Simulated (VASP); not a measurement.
Input of a VASP 6.6.1 run:

Contents of INCAR:

```
PREC = Accurate ; ENCUT = 520
EDIFF = 1E-6 ; ISMEAR = -1
SIGMA = 0.02 ; LREAL = False
LASPH = True ; NELM = 60
ALGO = Normal ; ISIF = 2
LWAVE = False ; LCHARG = False
GGA = PE ; NBANDS = 28
```

The input KPOINTS:

```
regular mesh
0
Gamma
  8 8 8
```

Contents of POSCAR:

```
BaTiO3
1.0
    3.9841000000      0.0000000000      0.0000000000
    0.0000000000      2.8370500000      2.7604260000
    0.0000000000     -2.8370500000      2.7604260000
Ba Ti O
1 1 3
Direct
    0.0000000000      0.0030959481      0.0030959481
    0.5000000000      0.5118240185      0.5118240185
    0.0000000000      0.4956374751      0.4956374751
    0.5000000000      0.4949737647      0.9906887936
    0.5000000000      0.9906887936      0.4949737647
```

Potentials or basis: VASP PAW PBE potentials, release 64 (Ba_sv, Ti_sv, O).

Command:

```bash
$ cat potpaw_PBE.64/Ba_sv/POTCAR potpaw_PBE.64/Ti_sv/POTCAR potpaw_PBE.64/O/POTCAR > POTCAR
$ mpirun -np 1 vasp_std > vasp.out
```

Task: Estimate the band gap on the k mesh.

Result: 1.92 eV (least direct gap 2.11 eV).

Task: Estimate the pressure.

Result: 10.0 GPa.

Task: What does it give for the largest force?

Result: 0.035 eV/Å.

Stress tensor (GPa, compression positive):
```
 8.33  0.00  0.00
 0.00  7.14  0.00
 0.00  0.00 14.52
```

Caveat: the cell differs from its parent crystal (z stretched by -3 %, then relaxed in part); the stress differs along the axes, from 7 to 15 GPa; spin-orbit coupling is left out, which moves the levels of the heavy elements. A k mesh can miss the band edges.
